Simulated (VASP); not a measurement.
A run of VASP 6.6.1 is set up as follows.

Contents of INCAR:

```
PREC = Accurate ; ENCUT = 420
EDIFF = 1E-8 ; ISMEAR = -1
SIGMA = 0.03 ; LREAL = F
LASPH = T ; NELM = 200
ALGO = Normal ; ISIF = 2
LWAVE = F ; LCHARG = F
LNONCOLLINEAR = T ; MAGMOM = 0 0 0
LORBIT = 11 ; LSORBIT = T
GGA_COMPAT = F ; LORBMOM = T
LMAXMIX = 4 ; GGA = PE
LEFG = T ; NBANDS = 28
```

File KPOINTS:

```
Automatic mesh
0
Gamma
  18 18 18
```

Contents of POSCAR:

```
Ir
1.0
    0.0000000000      1.9269646676      1.9269646676
    1.9269646676      0.0000000000      1.9269646676
    1.9269646676      1.9269646676      0.0000000000
Ir
1
Direct
    0.0000000000      0.0000000000      0.0000000000
```

Potentials or basis: VASP PAW PBE potentials, release 64 (Ir_sv_GW).

Launch:

```sh
$ cat potpaw_PBE.64/Ir_sv_GW/POTCAR > POTCAR
$ mpirun -np 1 vasp_ncl > vasp.out
```

Question: Predict the net moment.

Answer: 0.00 μB per cell.

Question: What does it give for the pressure?

Answer: 4.3 GPa.

Moments on the atoms (μB; x, y, z):
```
Ir  0.00 0.00 0.00
```

Caveat: the cell stands under pressure.
